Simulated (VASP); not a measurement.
# Ca2As2Pt: single point with PBE

Crystal: Ca2As2Pt.

```
Pt Ca As
1.0
     0.00000    4.45512    0.00000
     4.45512    0.00000    0.00000
     2.22756    2.22756   -5.25961
Pt Ca As
1 2 2
Direct
  0.00000 0.00000 0.00000
  0.75000 0.25000 0.50000
  0.25000 0.75000 0.50000
  0.38420 0.38420 0.23160
  0.61580 0.61580 0.76840
```

| Property | Result |
| --- | --- |
| Program | VASP 6.6.1 |
| Task | single point |
| Functional | PBE |
| Potentials or basis | VASP PAW PBE potentials, release 64 (Pt, Ca_sv, As) |
| Cutoff | 520 eV |
| k mesh | 5 × 5 × 5 |
| Occupations | methfessel-paxton, width 0.1129 eV |
| Spin | collinear spin |
| Starting moments | [3.0, 2.0, 3.0, 3.0, 3.0] μB |

```
Pressure                                              : 15.0 GPa
Largest force                                         : 3.547 eV/Å
Band gap on the k mesh                                : zero (filled and empty bands overlap)
Net moment                                            : 0.00 μB per cell
Valence electrons inside the program's atomic spheres : Pt 8.87; Ca 8.38; As 2.87
```

Forces on the atoms (eV/Å):
```
Pt   0.000  0.000  0.000
Ca   0.000  0.000  0.000
Ca   0.000  0.000  0.000
As   0.000  0.000  3.547
As   0.000  0.000 -3.547
```

Stress tensor (GPa, compression positive):
```
19.54  0.00  0.00
 0.00 19.54  0.00
 0.00  0.00  5.81
```

Levels at points of the mesh, in eV from the Fermi level:
Spin up:
| k point | band 18 | band 19 | band 20 | band 21 | band 22 | band 23 |
| --- | --- | --- | --- | --- | --- | --- |
| (0.00, 0.00, 0.00) | -1.38 | -1.00 | -0.89 | 0.29 | 0.29 | 1.59 |
Spin down:
```
           k point  band 18  band 19  band 20  band 21  band 22  band 23
(0.00, 0.00, 0.00)    -1.38    -1.00    -0.89     0.29     0.29     1.59
```

It took 8 min on 1 thread of AMD EPYC 7571, on a shared host, peak memory 0.3 GiB.

Caveat: the stress differs along the axes, from 6 to 20 GPa; spin-orbit coupling is left out, which moves the levels of the heavy elements; forces of over 1 eV/Å act on the atoms, so gaps and moduli don't describe the material at rest.
